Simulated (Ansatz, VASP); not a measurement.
## CsH in VASP and in Ansatz

The input INCAR:

```
ALGO     = Normal         # electronic algorithm
EDIFF    = 1E-7           # SCF threshold, eV
ENCUT    = 520            # plane-wave cutoff, eV
ISIF     = 2              # what is computed and relaxed
ISMEAR   = 0              # smearing method
LASPH    = True           # aspherical terms in the spheres
LCHARG   = True           # write CHGCAR
LELF     = True           # ELF
LREAL    = False          # projectors in reciprocal space
LVHAR    = True         
LWAVE    = False          # write WAVECAR
NBANDS   = 12             # bands
NELM     = 60             # most SCF steps
PREC     = Accurate       # precision mode
SIGMA    = 0.05           # smearing width, eV
```

KPOINTS

```
k-points
0
Gamma
  8 8 8
```

File POSCAR:

```
CsH
1.0
    0.0000000000      3.3155200000      3.4430400000
    3.3155200000      0.0000000000      3.4430400000
    3.3155200000      3.3155200000      0.0000000000
Cs H
1 1
Direct
    0.0000000000      0.0000000000      0.0000000000
    0.5000000000      0.5000000000      0.5000000000
```

Input for Ansatz:

```yaml
crystal:
  lattice:
    - [0.0, 3.31552, 3.44304]
    - [3.31552, 0.0, 3.44304]
    - [3.31552, 3.31552, 0.0]
  atoms:
    - { symbol: Cs, position: [0.0, 0.0, 0.0] }
    - { symbol: H, position: [0.5, 0.5, 0.5] }
basis:
  ecutwfc: 420
kpoints:
  mp_grid: { grid: [8, 8, 8] }
hamiltonian:
  xc: lda
scf:
  occupations: { method: gaussian, width: 0.05 }
output:
  forces: true
  stress: true
  eigenvalues: true
```

Change from the starting cell: strain +0.040 along x and y, +0.080 along z, atoms carried along.

Alike in both runs: task single point; functional LDA; k mesh 8 × 8 × 8; occupations gaussian, width 0.05 eV; no spin polarisation.

```csv
,VASP,Ansatz
version,VASP 6.6.1,Ansatz 0.2.0
potentials or method,"VASP PAW LDA potentials, release 64 (Cs_sv, H), cutoff 520 eV","scalar-relativistic, plane waves, PAW"
valence electrons in the cell,10,10
```

```tsv
	VASP	Ansatz	Ansatz less VASP
gap on the k mesh at the Fermi level (eV)	2.09	2.10	+0.011
least direct gap on the mesh (eV)	2.09	2.10	+0.011
pressure (GPa)	-2.0	-2.0	+0.01
traceless stress, the component that is largest in VASP (GPa)	-0.17	-0.16	+0.008
```

LDA's correlation is that of Perdew and Zunger in VASP and of Perdew and Wang (1992) in Ansatz.

Spin-orbit coupling is off throughout.
